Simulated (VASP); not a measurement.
## TaN: single point with PBEsol

The system is TaN.

```
Ta N
1.0
     2.73231    0.00000    0.00000
     0.00000    2.73231    0.00000
     0.00000    0.00000    2.73231
Ta N
1 1
Direct
  0.00000 0.00000 0.00000
  0.50000 0.50000 0.50000
```

```yaml
Program: VASP 6.6.1
Task: single point
Functional: PBEsol
Potentials_or_basis: VASP PAW PBE potentials, release 64 (Ta_sv_GW, N)
Cutoff: 700 eV
k_mesh: 10 × 10 × 10
Occupations: fermi-dirac, width 0.05 eV
Spin: non-collinear spin, zero start, spin-orbit coupling
Starting_moments: "[[0.0, 0.0, 0.0], [0.0, 0.0, 0.0]] μB"
Dipole_correction: no
Further_INCAR_settings: ALGO = Normal; EDIFF = 1e-06; NBANDS = 30
```

- Pressure: -4.6 GPa
- Net moment: 0.00 μB per cell
- Valence electrons inside the program's atomic spheres: Ta 11.90; N 3.64

Moments on the atoms (μB; x, y, z):
```
Ta  0.00 0.00 0.00
N   0.00 0.00 0.00
```

Wall time 120 s on 1 thread of AMD EPYC 7R43 64-Core Processor (Zen 3), with other jobs on the host, peak memory 0.22 GiB.

Caveat: the cell stands under tension; the PAW data sets were made with another functional, which shifts forces and pressure a little.
